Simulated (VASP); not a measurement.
Crystal: Au.

```
Au
1.0
     2.81549    0.00000    0.00000
    -0.01296    2.82018    0.00000
    -1.13789   -1.18541    4.92401
Au
2
Direct
  0.67286 0.66596 0.27405
  0.32714 0.33404 0.72594
```

Program: VASP 6.6.1. Alike in all runs: task single point; no spin polarisation; cell as given; cutoff (eV) 520; smearing fermi-dirac 0.05 eV.

Task: Order these runs on this cell by their pressure, lowest first.
A. level PBEsol; potentials or basis VASP PAW PBE potentials, release 64 (Au); k mesh 10 × 10 × 6
B. level r2SCAN; potentials or basis VASP PAW PBE potentials, release 64 (Au); k mesh 6 × 6 × 3
C. level LDA; potentials or basis VASP PAW LDA potentials, release 64 (Au); k mesh 10 × 10 × 6

Result: C (-11.5 GPa), A (-8.1 GPa), B (-5.0 GPa).

Caveats: some runs use coarse meshes; the PAW data sets were made with another functional, which shifts forces and pressure a little (some runs).
